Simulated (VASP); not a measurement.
Input of a VASP 6.6.1 run:

File INCAR:

```
SYSTEM = NaCaNbSnO6
PREC = Accurate
ENCUT = 520
EDIFF = 1E-7
ISMEAR = 0
SIGMA = 0.05
LREAL = .False.
LASPH = .True.
NELM = 100
ALGO = Normal
ISIF = 2
LWAVE = .False.
LCHARG = .True.
GGA = PE
LELF = .True.
LVHAR = .True.
NBANDS = 51
```

The input KPOINTS:

```
regular mesh
0
Gamma
  6 6 6
  0 0 0
```

The input POSCAR:

```
NaCaNbSnO6
1.0
    0.0000000000      4.0380615300      4.0380615300
    4.0380615300      0.0000000000      4.0380615300
    4.0380615300      4.0380615300      0.0000000000
Na Ca Nb Sn O
1 1 1 1 6
Direct
    0.2500000000      0.2500000000      0.2500000000
    0.7500000000      0.7500000000      0.7500000000
    0.0000000000      0.0000000000      0.0000000000
    0.5000000000      0.5000000000      0.5000000000
    0.7533853700      0.2466146300      0.2466146300
    0.2466146300      0.7533853700      0.7533853700
    0.7533853700      0.7533853700      0.2466146300
    0.2466146300      0.2466146300      0.7533853700
    0.2466146300      0.7533853700      0.2466146300
    0.7533853700      0.2466146300      0.7533853700
```

Potentials or basis: VASP PAW PBE potentials, release 64 (Na_pv, Ca_sv, Nb_sv, Sn_d, O).

Run with:

```console
$ cat potpaw_PBE.64/Na_pv/POTCAR potpaw_PBE.64/Ca_sv/POTCAR potpaw_PBE.64/Nb_sv/POTCAR potpaw_PBE.64/Sn_d/POTCAR potpaw_PBE.64/O/POTCAR > POTCAR
$ mpirun -np 1 vasp_std > vasp.out
```

Problem. What does it give for the band gap on the k mesh?

Solution. 3.31 eV, direct.

Problem. What does it give for the largest force?

Solution. 0.455 eV/Å.

Problem. What does it give for the pressure?

Solution. -2.3 GPa.

Forces on the atoms (eV/Å):
```
Na   0.000  0.000  0.000
Ca   0.000  0.000  0.000
Nb   0.000  0.000  0.000
Sn   0.000  0.000  0.000
O   -0.455  0.000  0.000
O    0.455  0.000  0.000
O    0.000  0.000  0.455
O    0.000  0.000 -0.455
O    0.000 -0.455  0.000
O    0.000  0.455  0.000
```

Caveat: spin-orbit coupling is left out, which moves the levels of the heavy elements. A k mesh can miss the band edges.
